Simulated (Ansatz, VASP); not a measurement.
**GaN in VASP and in Ansatz**

```
Ga N
1.0
     3.18000    0.00000    0.00000
    -1.59000    2.75396    0.00000
     0.00000    0.00000    5.16600
Ga N
2 2
Cartesian
  0.0000 1.8360 0.0000
  1.5900 0.9180 2.5830
  0.0000 1.8360 1.9373
  1.5900 0.9180 4.5203
```

Alike in both runs: task electric field gradients; functional PBEsol; k mesh 14 × 14 × 8; occupations fermi-dirac, width 0.02 eV; no spin polarisation.

```csv
,VASP,Ansatz
version,VASP 6.6.1,Ansatz 0.2.0
potentials or method,"VASP PAW PBE potentials, release 64 (Ga_d, N)","plane-wave PAW, scalar-relativistic"
plane-wave cutoff (eV),520,420
valence electrons in the cell,36,36
```

Ansatz gave:

| Property | Result |
| --- | --- |
| gap on the k mesh at the Fermi level (eV) | 1.91 |
| pressure (GPa) | 1.1 |
| traceless stress, the component that is largest in VASP (GPa) | 1.41 |
| rms of the force components (eV/Å) | 0.077 |
| size of Vzz on the site where it differs most (V/Å²) | 2.4 |

Question: Which values does VASP return?

Answer: gap on the k mesh at the Fermi level (eV): 1.93; pressure (GPa): 0.8; traceless stress, the component that is largest in VASP (GPa): 1.41; rms of the force components (eV/Å): 0.076; size of Vzz on the site where it differs most (V/Å²): 2.4.

VASP's potentials were made for PBE, not for PBEsol, and Ansatz warns of the same on its side. Atom by atom the forces differ by 0.001 eV/Å (rms over components).
